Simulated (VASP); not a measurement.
# In3GaAs4 (P-4m2) in VASP: a series of runs

Runs on In3GaAs4. Level: PBE. Tasks: single point.

Everything below comes from runs of VASP 6.6.1. Logs are shortened: lines on timing, memory, paths and dates and some standing lists are left out, and cuts for length are marked.

### 1 The cell of the first run

It takes space group P-4m2 (No. 115, tetragonal). Conventional cell: a = 4.069 Å, b = 4.069 Å, c = 11.509 Å, α = 90.00°, β = 90.00°, γ = 90.00°. Within 3.3 Å of In (site symmetry -4m2) lie 4 As at 2.49 Å. Within 3.3 Å of In (site symmetry 2mm) lie 4 As at 2.49 Å. Ga (site symmetry -4m2) has 4 As at 2.49 Å within 3.3 Å. Within 3.3 Å of As (site symmetry 2mm) lie 4 In at 2.49 Å. As (site symmetry 2mm) has 2 In at 2.49 Å and 2 Ga at 2.49 Å within 3.3 Å.

### 2 Single point, PBE

The input, INCAR:

```
PREC     = Accurate       # precision mode
ENCUT    = 520            # plane-wave cutoff, eV
EDIFF    = 1E-6           # SCF threshold, eV
ISMEAR   = 0              # smearing method
SIGMA    = 0.1            # smearing width, eV
LREAL    = F              # projectors in reciprocal space
LASPH    = T              # aspherical terms in the spheres
NELM     = 60             # most SCF steps
ALGO     = Normal         # electronic algorithm
ISIF     = 2              # what is computed and relaxed
LWAVE    = F              # write WAVECAR
LCHARG   = F              # write CHGCAR
GGA      = PE             # functional
NBANDS   = 46             # bands
```

The input, KPOINTS:

```
regular mesh
0
Gamma
  4 4 2
```

The input, POSCAR:

```
In3GaAs4
1.0
    4.0690247400      0.0000000000      0.0000000000
    0.0000000000      4.0690247400      0.0000000000
    0.0000000000      0.0000000000     11.5089399600
In Ga As
3 1 4
Direct
    0.0000000000      0.0000000000      0.0000000000
    0.5000000000      0.5000000000      0.2500000000
    0.5000000000      0.5000000000      0.7500000000
    0.0000000000      0.0000000000      0.5000000000
    0.5000000000      0.0000000000      0.1250000000
    0.0000000000      0.5000000000      0.3750000000
    0.5000000000      0.0000000000      0.6250000000
    0.0000000000      0.5000000000      0.8750000000
```

Potentials or basis: VASP PAW PBE potentials, release 64 (In_d, Ga_d, As).

Run with:

```console
$ cat potpaw_PBE.64/In_d/POTCAR potpaw_PBE.64/Ga_d/POTCAR potpaw_PBE.64/As/POTCAR > POTCAR
$ mpirun -np 1 vasp_std > vasp.out
```

OUTCAR:

```text
PREC = Accurate
   ENCUT = 520
   EDIFF = 1E-6
   ISMEAR = 0
   LREAL = F
   LASPH = T
   NELM = 60
   ISIF = 2
   GGA = PE

 ion  position               nearest neighbor table
   1  0.000  0.000  0.000-   5 2.49   8 2.49   8 2.49   5 2.49
   2  0.500  0.500  0.250-   5 2.49   6 2.49   5 2.49   6 2.49
   3  0.500  0.500  0.750-   7 2.49   8 2.49   7 2.49   8 2.49
   4  0.000  0.000  0.500-   6 2.49   7 2.49   6 2.49   7 2.49
   5  0.500  0.000  0.125-   1 2.49   2 2.49   2 2.49   1 2.49
   6  0.000  0.500  0.375-   2 2.49   4 2.49   4 2.49   2 2.49
   7  0.500  0.000  0.625-   3 2.49   4 2.49   3 2.49   4 2.49
   8  0.000  0.500  0.875-   1 2.49   3 2.49   1 2.49   3 2.49

  LATTYP: Found a simple tetragonal cell.
 ALAT       =     4.0690247400
 C/A-ratio  =     2.8284271282

  Lattice vectors:

 A1 = (   4.0690247400,   0.0000000000,   0.0000000000)
 A2 = (   0.0000000000,   4.0690247400,   0.0000000000)
 A3 = (   0.0000000000,   0.0000000000,  11.5089399600)

Analysis of symmetry for initial positions (statically):
=====================================================================
 Subroutine PRICEL returns:
 Original cell was already a primitive cell.

 Routine SETGRP: Setting up the symmetry group for a
 simple tetragonal supercell.

 Subroutine GETGRP returns: Found  8 space group operations
 (whereof  8 operations were pure point group operations)
 out of a pool of 16 trial point group operations.

The static configuration has the point symmetry D_2d.

Analysis of symmetry for dynamics (positions and initial velocities):
=====================================================================
 Subroutine PRICEL returns:
 Original cell was already a primitive cell.

 Routine SETGRP: Setting up the symmetry group for a
 simple tetragonal supercell.

 Subroutine GETGRP returns: Found  8 space group operations
 (whereof  8 operations were pure point group operations)
 out of a pool of 16 trial point group operations.

The dynamic configuration has the point symmetry D_2d.

 Subroutine INISYM returns: Found  8 space group operations
 (whereof  8 operations are pure point group operations),
 and found     1 'primitive' translations

----------------------------------------------------------------------------------------

                                     Primitive cell

  volume of cell :     190.5531

  direct lattice vectors                    reciprocal lattice vectors
     4.069024740  0.000000000  0.000000000     0.245759135  0.000000000  0.000000000
     0.000000000  4.069024740  0.000000000     0.000000000  0.245759135  0.000000000
     0.000000000  0.000000000 11.508939960     0.000000000  0.000000000  0.086888975

  length of vectors
     4.069024740  4.069024740 11.508939960     0.245759135  0.245759135  0.086888975

  position of ions in fractional coordinates (direct lattice)
     0.000000000  0.000000000  0.000000000
     0.500000000  0.500000000  0.250000000
     0.500000000  0.500000000  0.750000000
     0.000000000  0.000000000  0.500000000
     0.500000000  0.000000000  0.125000000
     0.000000000  0.500000000  0.375000000
     0.500000000  0.000000000  0.625000000
     0.000000000  0.500000000  0.875000000

  ion indices of the primitive-cell ions
   primitive index   ion index
                 1           1
                 2           2
                 3           3
                 4           4
                 5           5
                 6           6
                 7           7
                 8           8

----------------------------------------------------------------------------------------

 KPOINTS: regular mesh

Automatic generation of k-mesh.
 Grid dimensions read from file:
 generate k-points for:    4    4    2

 Generating k-lattice:

  Cartesian coordinates                     Fractional coordinates (reciprocal lattice)
     0.061439784  0.000000000  0.000000000     0.250000000  0.000000000  0.000000000
     0.000000000  0.061439784  0.000000000     0.000000000  0.250000000  0.000000000
     0.000000000  0.000000000  0.043444488     0.000000000  0.000000000  0.500000000

  Length of vectors
     0.061439784  0.061439784  0.043444488

  Shift w.r.t. Gamma in fractional coordinates (k-lattice)
     0.000000000  0.000000000  0.000000000

 Subroutine IBZKPT returns following result:
 ===========================================

 Found     12 irreducible k-points:

 Following reciprocal coordinates:
            Coordinates               Weight
  0.000000  0.000000  0.000000      1.000000
  0.250000  0.000000  0.000000      4.000000
  0.500000  0.000000  0.000000      2.000000
  0.250000  0.250000  0.000000      4.000000
  0.500000  0.250000  0.000000      4.000000
  0.500000  0.500000  0.000000      1.000000
  0.000000  0.000000  0.500000      1.000000
  0.250000  0.000000  0.500000      4.000000
  0.500000  0.000000  0.500000      2.000000
  0.250000  0.250000  0.500000      4.000000
  0.500000  0.250000  0.500000      4.000000
  0.500000  0.500000  0.500000      1.000000
   k-points           NKPTS =     12   k-points in BZ     NKDIM =     12   number of bands    NBANDS=     46
   number of dos      NEDOS =    301   number of ions     NIONS =      8
   total plane-waves  NPLWV =  81000
   dimension x,y,z NGX =    30 NGY =   30 NGZ =   90
   dimension x,y,z NGXF=    60 NGYF=   60 NGZF=  180
   ions per type =               3   1   4
   NGX,Y,Z   is equivalent  to a cutoff of  12.26, 12.26, 13.00 a.u.
   NGXF,Y,Z  is equivalent  to a cutoff of  24.51, 24.51, 26.00 a.u.
 SYSTEM =  unknown system
   PREC   = accura    normal or accurate (medium, high low for compatibility)
   ISTART =      0    job   : 0-new  1-cont  2-samecut
   ICHARG =      2    charge: 1-file 2-atom 10-const
   ISPIN  =      1    spin polarized calculation?
   LNONCOLLINEAR =      F non collinear calculations
   LSORBIT =      F    spin-orbit coupling
   LASPH  =      T    aspherical Exc in radial PAW
   ENCUT  =  520.0 eV  38.22 Ry    6.18 a.u.   7.57  7.57 21.40*2*pi/ulx,y,z
   NELM   =     60;   NELMIN=  2; NELMDL= -5     # of ELM steps
   EDIFF  = 0.1E-05   stopping-criterion for ELM
   LREAL  =      F    real-space projection
   EDIFFG = 0.1E-04   stopping-criterion for IOM
   NSW    =      0    number of steps for IOM
   IBRION =     -1    ionic relax: 0-MD 1-quasi-New 2-CG
   NFREE  =      0    steps in history (QN), initial steepest desc. (CG)
   ISIF   =      2    stress and relaxation
   ISYM   =      2    0-nonsym 1-usesym 2-fastsym
   POTIM  = 0.5000    time-step for ionic-motion
   TEBEG  =    0.0;   TEEND  =   0.0 temperature during run
   PSTRESS=    0.0 pullay stress
   NELECT =      72.0000    total number of electrons
   NUPDOWN=      -1.0000    fix difference up-down
   EMIN   =  10.00;   EMAX   =-10.00  energy-range for DOS
   EFERMI =   0.00;   METHOD = LEGACY
   ISMEAR =     0;   SIGMA  =   0.10  broadening in eV -4-tet -1-fermi 0-gaus
   EFERMI_NEDOS =   21; number of points for ismear=-14 and -15
   IALGO  =     38    algorithm
   IMIX   =      4    mixing-type and parameters
     AMIX     =   0.40;   BMIX     =  1.00
     AMIX_MAG =   1.60;   BMIX_MAG =  1.00
  volume/ion in A,a.u.               =      23.82       160.74
  Fermi-wavevector in a.u.,A,eV,Ry     =   1.183533  2.236553 19.058362  1.400750
  Thomas-Fermi vector in A             =   2.319765
   LORBIT       =      0    0 simple, 1 ext, 2 COOP (PROOUT), +10 PAW based schemes
   GGA     = PE    functional components
   LHFCALC =     F    Hartree Fock is set to
   AEXX    =    0.0000 exact exchange contribution
   IVDW    =     0    specifies the selected vdW correction
   LEPSILON=     F    determine dielectric tensor
   LRPA    =     F    only Hartree local field effects (RPA)
 non-spin polarized calculation
 Gauss-broadening in eV      SIGMA  =   0.10
  energy-cutoff  :      520.00
  volume of cell :      190.55
 maximum number of plane-waves:      5175
   NGX = 15   NGY = 15   NGZ = 43

 number of electron      72.0000005 magnetization

 Free energy of the ion-electron system (eV)
  ---------------------------------------------------
  ext. energy  EPLUGINS =         0.00000000
  ---------------------------------------------------
  free energy    TOTEN  =       -29.63605902 eV

  energy without entropy =      -29.63599513  energy(sigma->0) =      -29.63602708

 E-fermi :   5.7292     XC(G=0):  -9.6520

 val. band max:        5.5070809763   @ k =   0.0000   0.0000   0.0000
 cond. band min:       5.9306845751   @ k =   0.0000   0.0000   0.0000
 fundamental gap:      0.4236035987
 Fermi energy:         5.7292424207

 k-point     1 :       0.0000    0.0000    0.0000
  band No.  band energies     occupation
      1      -9.5411      2.00000
      2      -9.4474      2.00000
      3      -9.4280      2.00000
      4      -9.3852      2.00000
      5      -9.3852      2.00000
      6      -9.3480      2.00000
[... 38 lines left out ...]
     45       9.3438      0.00000
     46       9.3846      0.00000

 k-point     2 :       0.2500    0.0000    0.0000
  band No.  band energies     occupation
      1      -9.5177      2.00000
      2      -9.4548      2.00000
      3      -9.4457      2.00000
      4      -9.3991      2.00000
      5      -9.3832      2.00000
      6      -9.3458      2.00000
[... 38 lines left out ...]
     45      10.0669      0.00000
     46      10.7981      0.00000

 k-point     3 :       0.5000    0.0000    0.0000
  band No.  band energies     occupation
      1      -9.4867      2.00000
      2      -9.4782      2.00000
      3      -9.4653      2.00000
      4      -9.4554      2.00000
      5      -9.3815      2.00000
      6      -9.3482      2.00000
[... 430 lines left out ...]
     45      11.4339      0.00000
     46      11.6200      0.00000

 k-point    12 :       0.5000    0.5000    0.5000
  band No.  band energies     occupation
      1      -9.5513      2.00000
      2      -9.5513      2.00000
      3      -9.4996      2.00000
      4      -9.4996      2.00000
      5      -9.3535      2.00000
      6      -9.3408      2.00000
[... 38 lines left out ...]
     45      13.2588      0.00000
     46      13.2818      0.00000

------------------------ aborting loop because EDIFF is reached ----------------------------------------

  FORCE on cell =-STRESS in cart. coord.  units (eV):
  Direction    XX          YY          ZZ          XY          YZ          ZX
  --------------------------------------------------------------------------------------
  -------------------------------------------------------------------------------------
  Total       16.2236990     16.2236990     15.0615065      0.0000000      0.0000000      0.0000000
  in kB      136.4094564    136.4094564    126.6376988      0.0000000      0.0000000      0.0000000
  external PRESSURE =     133.1522039 kB  Pullay stress =       0.0000000 kB

 VOLUME and BASIS-vectors are now :
 -----------------------------------------------------------------------------
  energy-cutoff  :      520.00
  volume of cell :      190.55
      direct lattice vectors                 reciprocal lattice vectors
     4.069024740  0.000000000  0.000000000     0.245759135  0.000000000  0.000000000
     0.000000000  4.069024740  0.000000000     0.000000000  0.245759135  0.000000000
     0.000000000  0.000000000 11.508939960     0.000000000  0.000000000  0.086888975

 POSITION                                       TOTAL-FORCE (eV/Angst)
 -----------------------------------------------------------------------------------
      0.00000      0.00000      0.00000         0.000000      0.000000      0.000000
      2.03451      2.03451      2.87723         0.000000      0.000000      0.106518
      2.03451      2.03451      8.63170        -0.000000     -0.000000     -0.106518
      0.00000      0.00000      5.75447         0.000000      0.000000      0.000000
      2.03451      0.00000      1.43862         0.000000      0.000000      0.002054
      0.00000      2.03451      4.31585         0.000000      0.000000      1.669028
      2.03451      0.00000      7.19309         0.000000      0.000000     -1.669028
      0.00000      2.03451     10.07032         0.000000      0.000000     -0.002054
 -----------------------------------------------------------------------------------
    total drift:                                0.000000      0.000000      0.000000

  FREE ENERGIE OF THE ION-ELECTRON SYSTEM (eV)
  ---------------------------------------------------
  free  energy   TOTEN  =       -29.6360590250 eV

  energy  without entropy=      -29.6359951345  energy(sigma->0) =      -29.63602708
```

It took 74 s on 1 thread of Intel Xeon 6975P-C (Granite Rapids), shared host; peak memory 0.33 GiB.

Results:

```
Free energy            : -29.6361 eV
Pressure               : 13.3 GPa
Largest force          : 1.669 eV/Å
Band gap on the k mesh : 0.42 eV, direct
```

Forces in eV/Å, atoms in the order of the input:
```
In   0.000  0.000  0.000
In   0.000  0.000  0.107
In   0.000  0.000 -0.107
Ga   0.000  0.000  0.000
As   0.000  0.000  0.002
As   0.000  0.000  1.669
As   0.000  0.000 -1.669
As   0.000  0.000 -0.002
```

Levels at points of the mesh, in eV from the valence-band top:
```tsv
k point	band 32	band 33	band 34	band 35	band 36	band 37	band 38	band 39	band 40	band 41
(0.00, 0.00, 0.00)	-1.70	-1.70	-0.01	0.00	0.00	0.42	1.32	1.86	2.08	2.14
(0.50, 0.00, 0.00)	-1.25	-1.24	-1.23	-1.16	-1.13	0.91	1.38	2.69	3.01	4.54
(0.50, 0.50, 0.00)	-3.49	-2.82	-2.80	-2.80	-2.77	1.32	1.32	1.70	2.09	4.39
(0.00, 0.00, 0.50)	-1.83	-0.72	-0.72	-0.62	-0.62	1.38	1.50	2.02	2.32	2.47
(0.50, 0.00, 0.50)	-2.26	-1.31	-1.24	-1.24	-1.15	1.73	2.29	2.36	2.44	4.30
(0.50, 0.50, 0.50)	-3.21	-3.17	-3.16	-3.12	-3.12	2.35	2.35	2.43	2.43	2.45
```

Caveat: spin-orbit coupling is left out, which moves the levels of the heavy elements; forces of over 1 eV/Å act on the atoms, so gaps and moduli don't describe the material at rest. A k mesh can miss the band edges.

### 3 Single point, PBE

This run uses another cell than the first one, of 28.08 Å³/atom, 1.179 times its volume.

The input, INCAR:

```
SYSTEM = In3GaAs4
ALGO = Normal ; EDIFF = 1E-7
ENCUT = 520 ; GGA = PE
ISIF = 2 ; ISMEAR = 0
LASPH = .True. ; LCHARG = .False.
LREAL = .False. ; LWAVE = .False.
NBANDS = 46 ; NELM = 60
PREC = Accurate ; SIGMA = 0.1
```

The input, KPOINTS:

```
k-points
0
Gamma
  10 10 4
  0 0 0
```

The input, POSCAR:

```
In3GaAs4
1.0
    4.2903590989      0.0000000000      0.0000000000
    0.0000000000      4.2903590989      0.0000000000
    0.0000000000      0.0000000000     12.2022156595
In Ga As
3 1 4
Direct
    0.0000000000      0.0000000000      0.0000000000
    0.5000000000      0.5000000000      0.2586695911
    0.5000000000      0.5000000000      0.7413304089
    0.0000000000      0.0000000000      0.5000000000
    0.5000000000      0.0000000000      0.1293791408
    0.0000000000      0.5000000000      0.3886861242
    0.5000000000      0.0000000000      0.6113138758
    0.0000000000      0.5000000000      0.8706208592
```

Potentials or basis: VASP PAW PBE potentials, release 64 (In_d, Ga_d, As).

Run with:

```console
$ cat potpaw_PBE.64/In_d/POTCAR potpaw_PBE.64/Ga_d/POTCAR potpaw_PBE.64/As/POTCAR > POTCAR
$ mpirun -np 1 vasp_std > vasp.out
```

Wall time 7.3 min (1 thread of Intel Xeon 6975P-C (Granite Rapids), shared host); peak memory 0.68 GiB.

Results (log left out):

* Free energy: -31.3148 eV
* Pressure: 0.1 GPa
* Largest force: 0.014 eV/Å
* Band gap on the k mesh: zero (filled and empty bands touch)

Forces in eV/Å, atoms in the order of the input:
```
In   0.000  0.000  0.000
In   0.000  0.000 -0.008
In   0.000  0.000  0.008
Ga   0.000  0.000  0.000
As   0.000  0.000 -0.002
As   0.000  0.000 -0.014
As   0.000  0.000  0.014
As   0.000  0.000  0.002
```

Levels at points of the mesh, in eV from the Fermi level:
```
           k point  band 32  band 33  band 34  band 35  band 36  band 37  band 38  band 39  band 40  band 41
(0.00, 0.00, 0.00)    -1.27    -1.27    -0.54    -0.15    -0.05    -0.05     1.51     1.59     2.19     2.34
(0.50, 0.00, 0.00)    -1.03    -1.02    -0.94    -0.87    -0.86     0.54     0.84     2.16     2.64     4.42
(0.50, 0.50, 0.00)    -2.79    -2.34    -2.28    -2.28    -2.20     1.54     1.54     1.79     1.94     3.91
(0.00, 0.00, 0.50)    -1.87    -0.63    -0.63    -0.46    -0.46     1.20     1.36     1.77     1.77     2.11
(0.50, 0.00, 0.50)    -1.88    -1.49    -0.92    -0.87    -0.87     1.23     1.77     1.81     1.90     4.22
(0.50, 0.50, 0.50)    -2.61    -2.57    -2.51    -2.51    -2.49     2.40     2.40     2.48     2.48     2.55
```

Caveat: spin-orbit coupling is left out, which moves the levels of the heavy elements.
